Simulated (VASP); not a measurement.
A run of VASP 6.6.1 is set up as follows.

File INCAR:

```
PREC = Accurate
ENCUT = 520
EDIFF = 1E-6
ISMEAR = 0
SIGMA = 0.01
LREAL = F
LASPH = T
NELM = 80
ALGO = Normal
ISIF = 2
LWAVE = F
LCHARG = F
GGA = PE
NBANDS = 11
```

File KPOINTS:

```
regular mesh
0
Gamma
  9 9 9
```

Contents of POSCAR:

```
BN
1.0
    0.0000000000      1.8658463087      1.8658463087
    1.8658463087      0.0000000000      1.8658463087
    1.8658463087      1.8658463087      0.0000000000
B N
1 1
Direct
    0.0000000000      0.0000000000      0.0000000000
    0.2500000000      0.2500000000      0.2500000000
```

Potentials or basis: VASP PAW PBE potentials, release 64 (B, N).

Command:

```bash
$ cat potpaw_PBE.64/B/POTCAR potpaw_PBE.64/N/POTCAR > POTCAR
$ mpirun -np 1 vasp_std > vasp.out
```

Problem. Estimate the pressure.

Solution. -27.6 GPa.

Problem. What does it give for the band gap on the k mesh?

Solution. 4.49 eV, indirect (least direct gap 8.37 eV).

A k mesh can miss the band edges.
